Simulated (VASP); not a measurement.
# C (a cell with a defect) in VASP: notebook

Runs on C (a cell with a defect). Level: PBE. Tasks: single point.

All numbers are computed with VASP 6.6.1; they aren't measurements. Logs are shortened: lines on timing, memory, paths and dates and some standing lists are left out, and cuts for length are marked.

### Step 1. The cell of the first run

The cell holds a defect, 15 atoms: a = 5.051 Å, b = 5.051 Å, c = 5.051 Å, α = 60.00°, β = 60.00°, γ = 60.00°.

### Step 2. Single point, PBE

Input file INCAR:

```
ALGO = Normal
EDIFF = 1E-7
ENCUT = 520
GGA = PE
ISIF = 2
ISMEAR = 0
LASPH = True
LCHARG = True
LELF = True
LREAL = Auto
LVHAR = True
LWAVE = False
NBANDS = 43
NELM = 100
PREC = Accurate
SIGMA = 0.05
```

Input file KPOINTS:

```
k-points
0
Gamma
  6 6 6
```

Input file POSCAR:

```
C
1.0
    3.5715485858      0.0000000000     -3.5715485858
    0.0000000000      3.5715485858     -3.5715485858
    3.5715485858      3.5715485858      0.0000000000
C
15
Direct
    0.2500000000      0.2500000000      0.2500000000
    0.2500000000      0.7500000000      0.7500000000
    0.2500000000      0.7500000000      0.2500000000
    0.7500000000      0.2500000000      0.7500000000
    0.7500000000      0.2500000000      0.2500000000
    0.7500000000      0.7500000000      0.7500000000
    0.7500000000      0.7500000000      0.2500000000
    0.1250000000      0.1250000000      0.1250000000
    0.1250000000      0.1250000000      0.6250000000
    0.1250000000      0.6250000000      0.1250000000
    0.1493819881      0.6718750000      0.5893715060
    0.6250000000      0.1250000000      0.1250000000
    0.6250000000      0.1250000000      0.6250000000
    0.6250000000      0.6250000000      0.1250000000
    0.6250000000      0.6250000000      0.6250000000
```

Potentials or basis: VASP PAW PBE potentials, release 64 (C).

Started as:

```
$ cat potpaw_PBE.64/C/POTCAR > POTCAR
$ mpirun -np 1 vasp_std > vasp.out
```

OUTCAR:

```text
EDIFF = 1E-7
   ENCUT = 520
   GGA = PE
   ISIF = 2
   ISMEAR = 0
   LASPH = True
   LREAL = Auto
   NELM = 100
   PREC = Accurate

 ion  position               nearest neighbor table
   1  0.250  0.250  0.250-   8 1.55   9 1.55  10 1.55  12 1.55
   2  0.250  0.750  0.750-  11 1.42  10 1.55   9 1.55  15 1.55
   3  0.250  0.750  0.250-  11 1.42  10 1.55   8 1.55  14 1.55
   4  0.750  0.250  0.750-   9 1.55  12 1.55  13 1.55  15 1.55
   5  0.750  0.250  0.250-   8 1.55  12 1.55  13 1.55  14 1.55
   6  0.750  0.750  0.750-  13 1.55  14 1.55  15 1.55  11 1.66
   7  0.750  0.750  0.250-  10 1.55  12 1.55  14 1.55  15 1.55
   8  0.125  0.125  0.125-   1 1.55   3 1.55   5 1.55
   9  0.125  0.125  0.625-   1 1.55   2 1.55   4 1.55
  10  0.125  0.625  0.125-   1 1.55   2 1.55   3 1.55   7 1.55
  11  0.149  0.672  0.589-   2 1.42   3 1.42   6 1.66
  12  0.625  0.125  0.125-   1 1.55   4 1.55   5 1.55   7 1.55
  13  0.625  0.125  0.625-   4 1.55   5 1.55   6 1.55
  14  0.625  0.625  0.125-   3 1.55   5 1.55   6 1.55   7 1.55
  15  0.625  0.625  0.625-   2 1.55   4 1.55   6 1.55   7 1.55

  LATTYP: Found a face centered cubic cell.
 ALAT       =     7.1430971716

  Lattice vectors:

 A1 = (   3.5715485858,   0.0000000000,  -3.5715485858)
 A2 = (   0.0000000000,   3.5715485858,  -3.5715485858)
 A3 = (   3.5715485858,   3.5715485858,   0.0000000000)

Analysis of symmetry for initial positions (statically):
=====================================================================
 Subroutine PRICEL returns:
 Original cell was already a primitive cell.

 Routine SETGRP: Setting up the symmetry group for a
 face centered cubic supercell.

 Subroutine GETGRP returns: Found  2 space group operations
 (whereof  2 operations were pure point group operations)
 out of a pool of 48 trial point group operations.

The static configuration has the point symmetry C_1h.

Analysis of symmetry for dynamics (positions and initial velocities):
=====================================================================
 Subroutine PRICEL returns:
 Original cell was already a primitive cell.

 Routine SETGRP: Setting up the symmetry group for a
 face centered cubic supercell.

 Subroutine GETGRP returns: Found  2 space group operations
 (whereof  2 operations were pure point group operations)
[... 142 lines left out ...]
   EFERMI =   0.00;   METHOD = LEGACY
   ISMEAR =     0;   SIGMA  =   0.05  broadening in eV -4-tet -1-fermi 0-gaus
   EFERMI_NEDOS =   21; number of points for ismear=-14 and -15
   IALGO  =     38    algorithm
   IMIX   =      4    mixing-type and parameters
     AMIX     =   0.40;   BMIX     =  1.00
     AMIX_MAG =   1.60;   BMIX_MAG =  1.00
  volume/ion in A,a.u.               =       6.07        40.99
  Fermi-wavevector in a.u.,A,eV,Ry     =   1.424269  2.691478 27.599992  2.028542
  Thomas-Fermi vector in A             =   2.544778
   LORBIT       =      0    0 simple, 1 ext, 2 COOP (PROOUT), +10 PAW based schemes
   GGA     = PE    functional components
   LHFCALC =     F    Hartree Fock is set to
   AEXX    =    0.0000 exact exchange contribution
   IVDW    =     0    specifies the selected vdW correction
   LEPSILON=     F    determine dielectric tensor
   LRPA    =     F    only Hartree local field effects (RPA)
 non-spin polarized calculation
 Gauss-broadening in eV      SIGMA  =   0.05
  energy-cutoff  :      520.00
  volume of cell :       91.12
 maximum number of plane-waves:      2475
 NGX is ok and might be reduce to    40
   NGX = 19   NGY = 19   NGZ = 19

 number of electron      59.9999995 magnetization

 Free energy of the ion-electron system (eV)
  ---------------------------------------------------
  ext. energy  EPLUGINS =         0.00000000
  ---------------------------------------------------
  free energy    TOTEN  =      -130.29643718 eV

  energy without entropy =     -130.29496841  energy(sigma->0) =     -130.29570279

 E-fermi :   9.9602     XC(G=0): -12.8995

 val. band max:        9.8988762918   @ k =   0.3333   0.1667  -0.3333
 cond. band min:       9.9650795997   @ k =   0.1667  -0.3333   0.3333
 fundamental gap:      0.0662033079
 Fermi energy:         9.9601999697

 k-point     1 :       0.0000    0.0000    0.0000
  band No.  band energies     occupation
      1     -12.3485      2.00000
      2      -7.2017      2.00000
      3      -7.0716      2.00000
      4      -6.6992      2.00000
      5      -6.2096      2.00000
      6      -4.7149      2.00000
[... 1069 lines left out ...]
     41      17.5994      0.00000
     42      18.0476      0.00000

 [... further k-points ...]

 [bands above 42 left out]

------------------------ aborting loop because EDIFF is reached ----------------------------------------

  FORCE on cell =-STRESS in cart. coord.  units (eV):
  Direction    XX          YY          ZZ          XY          YZ          ZX
  --------------------------------------------------------------------------------------
  -------------------------------------------------------------------------------------
  Total       -1.3973235     -1.3973235      1.1303437      0.6893640     -1.7926421      1.7926423
  in kB      -24.5701531    -24.5701531     19.8756531     12.1215877    -31.5213262     31.5213312
  external PRESSURE =      -9.7548844 kB  Pullay stress =       0.0000000 kB

 VOLUME and BASIS-vectors are now :
 -----------------------------------------------------------------------------
  energy-cutoff  :      520.00
  volume of cell :       91.12
      direct lattice vectors                 reciprocal lattice vectors
     3.571548586  0.000000000 -3.571548586     0.139995296 -0.139995296 -0.139995296
     0.000000000  3.571548586 -3.571548586    -0.139995296  0.139995296 -0.139995296
     3.571548586  3.571548586  0.000000000     0.139995296  0.139995296  0.139995296

 POSITION                                       TOTAL-FORCE (eV/Angst)
 -----------------------------------------------------------------------------------
      1.78577      1.78577     -1.78577         0.068926     -0.068926     -0.652606
      3.57155      5.35732     -3.57155         1.858460      0.839516     -2.158909
      1.78577      3.57155     -3.57155        -0.839516     -1.858460     -2.158909
      5.35732      3.57155     -3.57155        -0.032804      0.590251      0.088294
      3.57155      1.78577     -3.57155        -0.590251      0.032804      0.088294
      5.35732      5.35732     -5.35732         0.034461     -0.034461     -0.837831
      3.57155      3.57155     -5.35732        -0.029763      0.029763      0.044487
      0.89289      0.89289     -0.89289         1.083469      1.399546      1.262185
      2.67866      2.67866     -0.89289        -1.399546     -1.083469      1.262185
      0.89289      2.67866     -2.67866        -0.073219      0.073219      0.648534
      2.63849      4.50460     -2.93316        -2.329454      2.329454      5.364704
      2.67866      0.89289     -2.67866         0.011778     -0.011778     -0.026694
      4.46444      2.67866     -2.67866         1.403244     -1.403244     -1.440633
      2.67866      2.67866     -4.46444         0.097740     -0.736475     -0.741551
      4.46444      4.46444     -4.46444         0.736475     -0.097740     -0.741551
 -----------------------------------------------------------------------------------
    total drift:                               -0.001770      0.001770      0.000065

  FREE ENERGIE OF THE ION-ELECTRON SYSTEM (eV)
  ---------------------------------------------------
  free  energy   TOTEN  =      -130.2964371788 eV

  energy  without entropy=     -130.2949684096  energy(sigma->0) =     -130.29570279
```

Run time: 8.8 min. Hardware: 1 thread of Intel Xeon Platinum 8259CL at 2.50GHz (Skylake/Cascade Lake), shared host; peak memory 0.32 GiB.

Results:

```yaml
Free_energy: -130.2964 eV
Pressure: -1.0 GPa
Largest_force: 6.295 eV/Å
Band_gap_on_the_k_mesh: zero (bands 30 and 31 overlap by 1.75 eV)
```

Forces in eV/Å, atoms in the order of the input:
```
C    0.069 -0.069 -0.653
C    1.858  0.840 -2.159
C   -0.840 -1.858 -2.159
C   -0.033  0.590  0.088
C   -0.590  0.033  0.088
C    0.034 -0.034 -0.838
C   -0.030  0.030  0.044
C    1.083  1.400  1.262
C   -1.400 -1.083  1.262
C   -0.073  0.073  0.649
C   -2.329  2.329  5.365
C    0.012 -0.012 -0.027
C    1.403 -1.403 -1.441
C    0.098 -0.736 -0.742
C    0.736 -0.098 -0.742
```

Stress tensor (GPa, compression positive):
```
-2.46  1.21  3.15
 1.21 -2.46 -3.15
 3.15 -3.15  1.99
```

Caveat: the cell differs from its parent crystal (atoms taken out, atom 11 moved -0.125 of the way to it and -0.175 Å across, host rigid).

### Step 3. Single point, PBE

Input file INCAR:

```
PREC = Accurate ; ENCUT = 520
EDIFF = 1E-6 ; ISMEAR = 0
SIGMA = 0.05 ; LREAL = Auto
LASPH = T ; NELM = 80
ALGO = Normal ; ISIF = 2
LWAVE = F ; LCHARG = T
GGA = PE ; LELF = T
LVHAR = T ; NBANDS = 43
```

Input file KPOINTS:

```
Automatic mesh
0
Gamma
  6 6 6
```

Edit POSCAR of step 2 so:

```diff
@@ -18,3 +18,3 @@
     0.1250000000      0.6250000000      0.1250000000
-    0.1493819881      0.6718750000      0.5893715060
+    0.2362639761      0.5312500000      0.6162430119
     0.6250000000      0.1250000000      0.1250000000
```

Potentials or basis: VASP PAW PBE potentials, release 64 (C).

Started as:

```
$ cat potpaw_PBE.64/C/POTCAR > POTCAR
$ mpirun -np 1 vasp_std > vasp.out
```

It took 9.2 min on 1 thread of Intel Xeon Platinum 8259CL at 2.50GHz (Skylake/Cascade Lake), shared host; peak memory 0.32 GiB.

The run converged. Its results:

- Free energy: -127.8049 eV
- Pressure: -6.6 GPa
- Largest force: 6.209 eV/Å
- Band gap on the k mesh: zero (bands 30 and 31 overlap by 1.93 eV)

Forces on the atoms (eV/Å):
```
C   -0.040  0.040 -0.963
C    1.984 -0.801 -0.604
C    0.801 -1.984 -0.604
C    0.536  0.450 -0.615
C   -0.450 -0.536 -0.615
C   -0.644  0.644  1.805
C   -0.052  0.052 -0.009
C    2.231  2.155  2.994
C   -2.155 -2.231  2.994
C    0.031 -0.031  0.148
C   -4.342  4.342  0.924
C    0.029 -0.029  0.121
C    1.077 -1.077 -2.981
C   -0.329 -1.323 -1.298
C    1.323  0.329 -1.298
```

Stress tensor (GPa, compression positive):
```
-12.49   9.78 -10.38
  9.78 -12.49  10.38
-10.38  10.38   5.08
```

Levels at points of the mesh, in eV from the Fermi level:
```
           k point  band 26  band 27  band 28  band 29  band 30  band 31  band 32  band 33  band 34  band 35
(0.00, 0.00, 0.00)    -2.17    -1.57    -1.45    -1.08     1.55     2.04     2.14     3.31     4.40     4.42
(0.50, 0.00, 0.00)    -3.71    -3.57    -2.50    -2.09    -2.07     1.55     1.63     4.22     5.53     5.72
(0.00, 0.50, 0.00)    -3.91    -3.84    -2.04    -1.61    -0.28     0.46     1.18     4.45     5.78     5.86
(0.00, 0.00, 0.50)    -3.74    -2.66    -2.24    -2.14    -1.90     1.05     2.53     3.14     5.62     5.66
(0.50, 0.50, 0.00)    -3.91    -3.64    -3.39    -2.74    -2.00     0.39     1.93     3.21     4.42     5.98
(0.00, 0.50, 0.50)    -4.05    -3.66    -3.41    -1.73    -1.46    -0.17     1.11     4.05     4.49     6.01
```

Caveat: the cell differs from its parent crystal (atoms taken out, atom 11 moved 0.250 of the way to it and -0.350 Å across, host rigid).

### Step 4. Single point, PBE

Input file INCAR:

```
SYSTEM = C
  PREC = Accurate
  ENCUT = 520
  EDIFF = 1E-7
  ISMEAR = 0
  SIGMA = 0.05
  LREAL = Auto
  LASPH = .True.
  NELM = 60
  ALGO = Normal
  ISIF = 2
  LWAVE = .False.
  LCHARG = .False.
  GGA = PE
  NBANDS = 43
```

Input file KPOINTS:

```
Automatic mesh
0
Gamma
  6 6 6
  0 0 0
```

Edit POSCAR of step 3 so:

```diff
@@ -18,3 +18,3 @@
     0.1250000000      0.6250000000      0.1250000000
-    0.2362639761      0.5312500000      0.6162430119
+    0.1318680119      0.4843750000      0.6918784940
     0.6250000000      0.1250000000      0.1250000000
```

Started as:

```
$ cat potpaw_PBE.64/C/POTCAR > POTCAR
$ mpirun -np 1 vasp_std > vasp.out
```

Run time: 9.4 min. Hardware: 1 thread of Intel Xeon Platinum 8259CL at 2.50GHz (Skylake/Cascade Lake), shared host; peak memory 0.32 GiB.

The run converged. Its results:

| Quantity | Value |
| --- | --- |
| Free energy | -127.4232 eV |
| Pressure | -9.9 GPa |
| Largest force | 4.448 eV/Å |
| Band gap on the k mesh | zero (bands 30 and 31 overlap by 2.44 eV) |

Forces on the atoms (eV/Å):
```
C   -0.140  0.140 -0.445
C    2.317  0.714 -0.316
C   -0.714 -2.317 -0.316
C   -0.479  0.566  0.302
C   -0.566  0.479  0.302
C    0.040 -0.040  2.677
C   -0.002  0.002 -0.092
C    1.647  2.808  1.536
C   -2.808 -1.647  1.536
C    0.057 -0.057 -0.091
C   -1.276  1.276 -3.708
C    0.113 -0.113  0.046
C    2.503 -2.503 -2.693
C   -0.091  0.601  0.631
C   -0.601  0.091  0.631
```

Stress tensor (GPa, compression positive):
```
 -8.49  12.93 -14.61
 12.93  -8.49  14.61
-14.61  14.61 -12.75
```

Levels at points of the mesh, in eV from the Fermi level:
```
           k point  band 28  band 29  band 30  band 31  band 32  band 33
(0.00, 0.00, 0.00)    -1.42    -1.24     2.15     2.86     2.95     3.13
(0.50, 0.00, 0.00)    -2.33    -2.02    -1.96     2.19     2.56     3.92
(0.00, 0.50, 0.00)    -1.43    -1.06    -0.42     0.18     0.67     5.75
(0.00, 0.00, 0.50)    -2.43    -1.96    -1.94     1.66     2.64     3.70
(0.50, 0.50, 0.00)    -3.31    -1.60    -1.55    -0.29     1.37     4.08
(0.00, 0.50, 0.50)    -3.34    -1.88    -1.65    -0.12     2.04     3.53
```

Caveat: the cell differs from its parent crystal (atoms taken out, atom 11 moved 0.375 of the way to it and +0.175 Å across, host rigid).

### Step 5. Single point, PBE

Input file INCAR:

```
SYSTEM = C
PREC = Accurate ; ENCUT = 520
EDIFF = 1E-7 ; ISMEAR = 0
SIGMA = 0.05 ; LREAL = Auto
LASPH = .TRUE. ; NELM = 60
ALGO = Normal ; ISIF = 2
LWAVE = .FALSE. ; LCHARG = .FALSE.
GGA = PE ; NBANDS = 43
```

Input file KPOINTS:

```
Automatic mesh
0
G
  6 6 6
  0 0 0
```

Edit POSCAR of step 4 so:

```diff
@@ -18,3 +18,3 @@
     0.1250000000      0.6250000000      0.1250000000
-    0.1318680119      0.4843750000      0.6918784940
+    0.2675139761      0.4375000000      0.6474930119
     0.6250000000      0.1250000000      0.1250000000
```

Potentials or basis: VASP PAW PBE potentials, release 64 (C).

Started as:

```
$ cat potpaw_PBE.64/C/POTCAR > POTCAR
$ mpirun -np 1 vasp_std > vasp.out
```

OUTCAR:

```text
SYSTEM = C
   PREC = Accurate
   ENCUT = 520
   EDIFF = 1E-7
   ISMEAR = 0
   LREAL = Auto
   LASPH = .TRUE.
   NELM = 60
   ISIF = 2
   GGA = PE

 ion  position               nearest neighbor table
   1  0.250  0.250  0.250-   8 1.55   9 1.55  10 1.55  12 1.55
   2  0.250  0.750  0.750-   9 1.55  10 1.55  15 1.55  11 1.84
   3  0.250  0.750  0.250-   8 1.55  10 1.55  14 1.55  11 1.84
   4  0.750  0.250  0.750-   9 1.55  12 1.55  13 1.55  15 1.55
   5  0.750  0.250  0.250-   8 1.55  12 1.55  13 1.55  14 1.55
   6  0.750  0.750  0.750-  13 1.55  14 1.55  15 1.55
   7  0.750  0.750  0.250-  10 1.55  12 1.55  14 1.55  15 1.55
[... 1325 lines left out ...]
     3.571548586  0.000000000 -3.571548586     0.139995296 -0.139995296 -0.139995296
     0.000000000  3.571548586 -3.571548586    -0.139995296  0.139995296 -0.139995296
     3.571548586  3.571548586  0.000000000     0.139995296  0.139995296  0.139995296

 POSITION                                       TOTAL-FORCE (eV/Angst)
 -----------------------------------------------------------------------------------
      1.78577      1.78577     -1.78577        -0.103922      0.103922     -0.432021
      3.57155      5.35732     -3.57155         2.721159      0.357885     -0.610045
      1.78577      3.57155     -3.57155        -0.357885     -2.721159     -0.610045
      5.35732      3.57155     -3.57155         1.084118      0.051902     -1.121659
      3.57155      1.78577     -3.57155        -0.051902     -1.084118     -1.121659
      5.35732      5.35732     -5.35732        -2.247290      2.247290      2.663631
      3.57155      3.57155     -5.35732        -0.114319      0.114319      0.032747
      0.89289      0.89289     -0.89289         1.713101      2.537676      1.738622
      2.67866      2.67866     -0.89289        -2.537676     -1.713101      1.738622
      0.89289      2.67866     -2.67866         0.144656     -0.144656      0.118324
      3.26799      3.87511     -2.51799        -1.629183      1.629183      2.581659
      2.67866      0.89289     -2.67866         0.001914     -0.001914      0.179978
      4.46444      2.67866     -2.67866         0.137003     -0.137003     -3.130610
      2.67866      2.67866     -4.46444         0.174667     -1.065557     -1.013771
      4.46444      4.46444     -4.46444         1.065557     -0.174667     -1.013771
 -----------------------------------------------------------------------------------
    total drift:                               -0.001071      0.001071     -0.001678

  FREE ENERGIE OF THE ION-ELECTRON SYSTEM (eV)
  ---------------------------------------------------
  free  energy   TOTEN  =      -126.6378438414 eV

  energy  without entropy=     -126.6358675313  energy(sigma->0) =     -126.63685569
```

Run time: 9.8 min. Hardware: 1 thread of Intel Xeon Platinum 8259CL at 2.50GHz (Skylake/Cascade Lake), shared host; peak memory 0.32 GiB.

Results:

```yaml
Free_energy: -126.6378 eV
Pressure: -8.7 GPa
Largest_force: 4.147 eV/Å
Band_gap_on_the_k_mesh: zero (bands 30 and 31 overlap by 2.18 eV)
```

Forces in eV/Å, atoms in the order of the input:
```
C   -0.104  0.104 -0.432
C    2.721  0.358 -0.610
C   -0.358 -2.721 -0.610
C    1.084  0.052 -1.122
C   -0.052 -1.084 -1.122
C   -2.247  2.247  2.664
C   -0.114  0.114  0.033
C    1.713  2.538  1.739
C   -2.538 -1.713  1.739
C    0.145 -0.145  0.118
C   -1.629  1.629  2.582
C    0.002 -0.002  0.180
C    0.137 -0.137 -3.131
C    0.175 -1.066 -1.014
C    1.066 -0.175 -1.014
```

Levels at points of the mesh, in eV from the Fermi level:
```csv
k point,band 27,band 28,band 29,band 30,band 31,band 32,band 33,band 34
"(0.00, 0.00, 0.00)",-1.53,-1.42,-1.16,1.94,2.37,2.37,3.52,3.72
"(0.50, 0.00, 0.00)",-2.79,-2.41,-1.95,-1.91,2.25,3.03,3.54,3.87
"(0.00, 0.50, 0.00)",-3.64,-1.22,-0.72,-0.51,0.58,0.59,5.13,5.54
"(0.00, 0.00, 0.50)",-2.97,-2.18,-1.91,-1.75,1.58,2.48,3.75,4.72
"(0.50, 0.50, 0.00)",-3.43,-3.31,-1.56,-1.46,-0.20,1.81,3.61,4.79
"(0.00, 0.50, 0.50)",-3.59,-3.28,-1.70,-1.09,-0.24,2.24,3.40,4.64
```

Caveat: the cell differs from its parent crystal (atoms taken out, atom 11 moved 0.500 of the way to it and -0.350 Å across, host rigid).

[end of part 1 of 2]
